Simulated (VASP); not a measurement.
Input of a VASP 6.6.1 run:

INCAR

```
SYSTEM = AlGa2N3
PREC     = Accurate       ! precision mode
ENCUT    = 520            ! plane-wave cutoff, eV
EDIFF    = 1E-6           ! SCF threshold, eV
ISMEAR   = 0              ! smearing method
SIGMA    = 0.1            ! smearing width, eV
LREAL    = .False.        ! projectors in reciprocal space
LASPH    = .True.         ! aspherical terms in the spheres
NELM     = 100            ! most SCF steps
ALGO     = Normal         ! electronic algorithm
ISIF     = 2              ! what is computed and relaxed
LWAVE    = .False.        ! write WAVECAR
LCHARG   = .True.         ! write CHGCAR
GGA      = PE             ! functional
LELF     = .True.         ! ELF
LVHAR    = .True.       
NBANDS   = 31             ! bands
```

Contents of KPOINTS:

```
Automatic mesh
0
Gamma
  8 8 8
  0 0 0
```

POSCAR

```
AlGa2N3
1.0
   -1.7013352700      1.7013352700      7.2181542300
    1.7013352700     -1.7013352700      7.2181542300
    1.7013352700      1.7013352700     -7.2181542300
Al Ga N
1 2 3
Direct
    0.5000000000      0.5000000000      0.0000000000
    0.8333333300      0.8333333300      0.0000000000
    0.1666666700      0.1666666700      0.0000000000
    0.4166666700      0.9166666700      0.5000000000
    0.0833333300      0.5833333300      0.5000000000
    0.7500000000      0.2500000000      0.5000000000
```

Potentials or basis: VASP PAW PBE potentials, release 64 (Al, Ga_d, N).

The run is started by

```bash
$ cat potpaw_PBE.64/Al/POTCAR potpaw_PBE.64/Ga_d/POTCAR potpaw_PBE.64/N/POTCAR > POTCAR
$ mpirun -np 1 vasp_std > vasp.out
```

(1) Estimate the largest force.

(2) What does it give for the band gap on the k mesh?

Results:

(1) 0.842 eV/Å.

(2) 0.92 eV.

Caveat: the cell stands under tension.
